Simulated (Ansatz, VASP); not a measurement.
Be3S5 in VASP and in Ansatz

```
Be S
1.0
     5.02801    0.00000    0.00000
    -2.51401    4.35439    0.00000
     0.00000    0.00000    7.51238
Be S
3 5
Direct
  0.50000 0.00000 0.00000
  0.00000 0.50000 0.00000
  0.50000 0.50000 0.00000
  0.33333 0.66667 0.78179
  0.66667 0.33333 0.78179
  0.66667 0.33333 0.21821
  0.33333 0.66667 0.21821
  0.00000 0.00000 0.00000
```

Alike in both runs: functional PBE; k mesh 4 × 4 × 3; occupations gaussian, width 0.2 eV; no spin polarisation.

Ansatz relaxed the structure, and its values are those at the end. VASP's run is a single point on that final structure, the one shown.

```csv
,VASP,Ansatz
version,VASP 6.6.1,Ansatz 0.2.0
potentials or method,"VASP PAW PBE potentials, release 64 (Be, S), cutoff 600 eV","scalar-relativistic, plane waves, PAW"
valence electrons in the cell,36,36
```

|  | VASP | Ansatz | Ansatz less VASP |
| --- | --- | --- | --- |
| gap on the k mesh at the Fermi level (eV) | none | none | - |
| pressure (GPa) | 0.1 | 0.1 | +0.05 |

A gap of «none» marks a metal or a gap that the smearing closes. With one functional, cell and mesh, what is left measures potentials, basis and numerics.

The k mesh is coarse, so the values compare programs but aren't converged.
